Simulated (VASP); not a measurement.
SnSe2: single point with r2SCAN

Crystal: SnSe2.

```xyz
3
Lattice="1.9408 1.1041 6.3351 -1.9408 1.1041 6.3351 0.0000 -2.2081 6.3351" Properties=species:S:1:pos:R:3 pbc="T T T"
Sn    0.0000    0.0000    0.0000
Se    0.0000    0.0011    4.7699
Se    0.0000   -0.0011   14.2354
```

This cell differs from its parent crystal: uniaxial x strain +1.5%.

```
Program                : VASP 6.6.1
Task                   : single point
Functional             : r2SCAN
Potentials or basis    : VASP PAW PBE potentials, release 64 (Sn_d, Se)
Cutoff                 : 520 eV
k mesh                 : 8 × 8 × 8
Occupations            : gaussian, width 0.01 eV
Spin                   : no spin polarisation
Dipole correction      : no
Further INCAR settings : ALGO = Normal; EDIFF = 1e-06; NBANDS = 20
```

| Property | Result |
| --- | --- |
| Pressure | 0.2 GPa |
| Largest force | 0.019 eV/Å |
| Band gap on the k mesh | 0.51 eV (least direct gap 0.79 eV) |

Forces on the atoms (eV/Å):
```
Sn   0.000  0.000  0.000
Se   0.000  0.002  0.019
Se   0.000 -0.002 -0.019
```

Stress tensor (GPa, compression positive):
```
-0.62  0.00  0.00
 0.00  0.54  0.03
 0.00  0.03  0.72
```

Levels at points of the mesh, in eV from the valence-band top:
```
           k point  band 10  band 11  band 12  band 13  band 14  band 15  band 16  band 17
(0.00, 0.00, 0.00)    -0.64    -0.41    -0.34    -0.21     1.29     3.39     4.71     4.86
(0.50, 0.00, 0.00)    -2.63    -2.39    -1.41    -0.64     1.38     4.38     6.54     6.74
(0.50, 0.50, 0.00)    -2.67    -2.19    -0.42    -0.28     0.51     4.11     5.56     5.71
(0.00, 0.00, 0.50)    -2.60    -2.53    -1.39    -0.75     1.26     4.24     6.44     6.73
(0.50, 0.00, 0.50)    -2.55    -2.23    -0.33    -0.25     0.58     4.24     5.57     5.84
(0.50, 0.50, 0.50)    -0.82    -0.75    -0.29    -0.21     2.61     3.42     4.79     4.94
```

Run time: 22 min on 1 thread of Intel(R) Xeon(R) Platinum 8488C (Sapphire Rapids) (shared host), peak memory 0.52 GiB.

Caveat: the cell differs from its parent crystal (uniaxial x strain +1.5%); the PAW data sets were made with another functional, which shifts forces and pressure a little; spin-orbit coupling is left out, which moves the levels of the heavy elements. A k mesh can miss the band edges.
